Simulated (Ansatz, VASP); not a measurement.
## Two plane-wave programs on MgO

```
Mg O
1.0
     0.00000    2.10850    2.10850
     2.10850    0.00000    2.10850
     2.10850    2.10850    0.00000
Mg O
1 1
Direct
  0.00000 0.00000 0.00000
  0.50000 0.50000 0.50000
```

Alike in both runs: task relaxation of cell and atoms; functional LDA; k mesh 10 × 10 × 10; occupations gaussian, width 0.02 eV; no spin polarisation.

```csv
,VASP,Ansatz
version,VASP 6.6.1,Ansatz 0.2.0
potentials or method,"VASP PAW LDA potentials, release 64 (Mg, O), cutoff 600 eV","scalar-relativistic, plane waves, PAW"
valence electrons in the cell,8,16
```

Ansatz gave:

| Property | Result |
| --- | --- |
| gap on the k mesh at the Fermi level, each at its own relaxed structure (eV) | 5.03 |
| relaxed volume (Å³/atom) | 8.99 |
| relaxed cell length with the largest relative difference (Å) | 2.941 |

**Question.** Which values does VASP return?

**Answer.** gap on the k mesh at the Fermi level, each at its own relaxed structure (eV): 5.15; relaxed volume (Å³/atom): 8.89; relaxed cell length with the largest relative difference (Å): 2.930.

LDA's correlation is that of Perdew and Zunger in VASP and of Perdew and Wang (1992) in Ansatz. VASP's potentials hold 8 valence electrons a cell and Ansatz's 16, so a difference there can come from the potentials and not from the codes.
